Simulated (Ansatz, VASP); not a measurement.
## Two plane-wave programs on Yb

INCAR

```
SYSTEM = Yb
PREC = Accurate
ENCUT = 520
EDIFF = 1E-6
ISMEAR = -1
SIGMA = 0.1
LREAL = .FALSE.
LASPH = .TRUE.
NELM = 100
ALGO = Normal
ISIF = 2
LWAVE = .FALSE.
LCHARG = .TRUE.
GGA = CA
LELF = .TRUE.
LVHAR = .TRUE.
NBANDS = 18
```

File KPOINTS:

```
Automatic mesh
0
G
  11 11 11
  0 0 0
```

File POSCAR:

```
Yb
1.0
    3.1704014406      0.0000000000      0.0000000000
    0.0000000000      3.1704014406      0.0000000000
    0.0000000000      0.0000000000      3.1704014406
Yb
1
Direct
    0.0000000000      0.0000000000      0.0000000000
```

Input for Ansatz:

```yaml
crystal:
  lattice:
    - [3.1704014406, 0.0, 0.0]
    - [0.0, 3.1704014406, 0.0]
    - [0.0, 0.0, 3.1704014406]
  atoms:
    - { symbol: Yb, position: [0.0, 0.0, 0.0] }
hamiltonian:
  xc: lda
  pseudopotentials:
    kind: paw
    azcp:
      Yb: "pseudopotentials/Yb.paw.azcp"
basis:
  ecutwfc: 420
  fft_grid_basis: typed
kpoints:
  mp_grid: { grid: [11, 11, 11], shift: [0, 0, 0] }
magnetization:
  spin_polarized: false
scf:
  occupations: { method: fermi_dirac, width: 0.1 }
  lower_state_search: "off"
output:
  stress: true
```

Alike in both runs: task single point; functional LDA; k mesh 11 × 11 × 11; occupations fermi-dirac, width 0.1 eV; no spin polarisation.

|  | VASP | Ansatz |
| --- | --- | --- |
| version | VASP 6.6.1 | Ansatz 0.2.0 |
| potentials or method | VASP PAW PBE potentials, release 64 (Yb), cutoff 520 eV | plane waves (420 eV) with PAW, scalar-relativistic |
| valence electrons in the cell | 24 | 24 |

```csv
,VASP,Ansatz,Ansatz less VASP
pressure (GPa),-1.7,-0.6,+1.06
```

VASP's potentials were made for PBE, not for LDA, and Ansatz warns of the same on its side. LDA's correlation is that of Perdew and Zunger in VASP and of Perdew and Wang (1992) in Ansatz.

Neither program's run includes spin-orbit coupling.
